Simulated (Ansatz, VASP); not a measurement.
Given: the input of a run of VASP 6.6.1 on Ni.

File INCAR:

```
SYSTEM = Ni
AGGAC    = 1.0          
AGGAX    = 1.0          
ALDAC    = 0.0          
ALDAX    = 1.0          
ALGO     = Normal         ! electronic algorithm
EDIFF    = 1E-6           ! SCF threshold, eV
EDIFFG   = -0.01          ! ionic threshold
ENCUT    = 600            ! plane-wave cutoff, eV
GGA      = B5             ! functional
IBRION   = 2              ! ionic algorithm
ISIF     = 3              ! what is computed and relaxed
ISMEAR   = -1             ! smearing method
ISPIN    = 2              ! spin polarisation
IVDW     = 13             ! dispersion correction
LASPH    = .TRUE.         ! aspherical terms in the spheres
LCHARG   = .FALSE.        ! write CHGCAR
LMAXMIX  = 4              ! l up to which the mixer works
LORBIT   = 11             ! projections on sites
LREAL    = .FALSE.        ! projectors in reciprocal space
LWAVE    = .FALSE.        ! write WAVECAR
MAGMOM   = 1              ! initial moments
NELM     = 150            ! most SCF steps
NSW      = 60             ! ionic steps
PREC     = Accurate       ! precision mode
SIGMA    = 0.05           ! smearing width, eV
VDW_A1   = 0.44488865   
VDW_A2   = 4.0933009    
VDW_S6   = 1.0          
VDW_S8   = 2.34076671
```

The input KPOINTS:

```
k-points
0
G
  13 13 13
  0 0 0
```

File POSCAR:

```
Ni
1.0
   -1.3837154700      1.3837154700      1.3837154700
    1.3837154700     -1.3837154700      1.3837154700
    1.3837154700      1.3837154700     -1.3837154700
Ni
1
Direct
    0.0000000000      0.0000000000      0.0000000000
```

Potentials or basis: VASP PAW PBE potentials, release 64 (Ni).

Launch:

```sh
$ cat potpaw_PBE.64/Ni/POTCAR > POTCAR
$ mpirun -np 1 vasp_std > vasp.out
```

Question: Set up the same calculation for Ansatz 0.2.0. Potentials there: Ansatz PAW.

Answer: As run (the cutoff follows the program's own potentials):

The input input.yaml:

```yaml
crystal:
  lattice:
    - [-1.38371547, 1.38371547, 1.38371547]
    - [1.38371547, -1.38371547, 1.38371547]
    - [1.38371547, 1.38371547, -1.38371547]
  atoms:
    - { symbol: Ni, position: [0.0, 0.0, 0.0], spin: 1.0 }
hamiltonian:
  xc: blyp
  pseudopotentials: { kind: paw }
  dispersion: d4
magnetization:
  spin_polarized: true
kpoints:
  mp_grid: { grid: [13, 13, 13] }
scf:
  occupations: { method: fermi_dirac, width: 0.05 }
output:
  forces: true
  stress: true
  eigenvalues: true
relax:
  f_tol: 0.01
  max_steps: 40
  cell: { stress_tol: 0.05 }
```

Potentials or basis: Ansatz PAW.

Launch:

```sh
$ ansatz run input.yaml --threads 2 --pin off --max-ram 5632MiB --backend cpu --events-out ev --progress --plain --runs-dir out
```

Both were run:

|  | VASP | Ansatz | Ansatz less VASP |
| --- | --- | --- | --- |
| gap on the k mesh at the Fermi level, each at its own relaxed structure (eV) | none | none | - |
| net moment per atom (μB) | 0.55 | 0.56 | +0.014 |
| size of the moment on the site where the two differ most (μB) | 0.55 | 0.59 | +0.034 |
| relaxed volume (Å³/atom) | 10.81 | 10.82 | +0.009 |
| relaxed cell length with the largest relative difference (Å) | 2.413 | 2.413 | +0.0006 |

VASP's potentials were made for PBE, not for BLYP. Site moments also hang on the region over which each program counts them. A gap of «none» marks a metal or a gap that the smearing closes. VASP's potentials hold 10 valence electrons a cell and Ansatz's 18, so a difference there can come from the potentials and not from the codes.

Noted on Ansatz's run: the plane-wave basis is chosen anew once the cell has moved, so the energies of steps on either side of that aren't comparable.
